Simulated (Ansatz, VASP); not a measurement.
**AlNi3 in VASP and in Ansatz**

The input INCAR:

```
SYSTEM = AlNi3
ALGO = Fast
EDIFF = 1E-7
ENCUT = 520
GGA = PE
ISIF = 2
ISMEAR = 1
LASPH = .True.
LCHARG = .True.
LELF = .True.
LREAL = .False.
LVHAR = .True.
LWAVE = .False.
NBANDS = 24
NELM = 100
PREC = Accurate
SIGMA = 0.01
```

Contents of KPOINTS:

```
k-points
0
Gamma
  14 14 14
  0 0 0
```

File POSCAR:

```
AlNi3
1.0
    0.0000000000      2.8018887551      2.8018887551
    2.8018887551      0.0000000000      2.8018887551
    2.8018887551      2.8018887551      0.0000000000
Al Ni
1 3
Direct
    0.5000000000      0.5000000000      0.5000000000
    0.2500000000      0.2500000000      0.2500000000
    0.0000000000      0.0000000000      0.0000000000
    0.7500000000      0.7500000000      0.7500000000
```

Input for Ansatz:

```yaml
crystal:
  lattice:
    - [0.0, 2.8018887551, 2.8018887551]
    - [2.8018887551, 0.0, 2.8018887551]
    - [2.8018887551, 2.8018887551, 0.0]
  atoms:
    - { symbol: Al, position: [0.5, 0.5, 0.5] }
    - { symbol: Ni, position: [0.25, 0.25, 0.25] }
    - { symbol: Ni, position: [0.0, 0.0, 0.0] }
    - { symbol: Ni, position: [0.75, 0.75, 0.75] }
basis:
  ecutwfc: 420
kpoints:
  mp_grid: { grid: [14, 14, 14] }
hamiltonian:
  xc: pbe
scf:
  occupations: { method: methfessel_paxton, width: 0.01 }
output:
  forces: true
  stress: true
  eigenvalues: true
```

Alike in both runs: task single point; functional PBE; k mesh 14 × 14 × 14; occupations methfessel-paxton of order 1, width 0.01 eV; no spin polarisation.

```csv
,VASP,Ansatz
version,VASP 6.6.1,Ansatz 0.2.0
potentials or method,"VASP PAW PBE potentials, release 64 (Al, Ni), cutoff 520 eV","scalar-relativistic, plane waves, PAW"
valence electrons in the cell,33,57
```

```tsv
	VASP	Ansatz	Ansatz less VASP
gap on the k mesh at the Fermi level (eV)	none	none	-
pressure (GPa)	7.0	7.1	+0.04
```

A gap of «none» marks a metal or a gap that the smearing closes. VASP's potentials hold 33 valence electrons a cell and Ansatz's 57, so a difference there can come from the potentials and not from the codes.
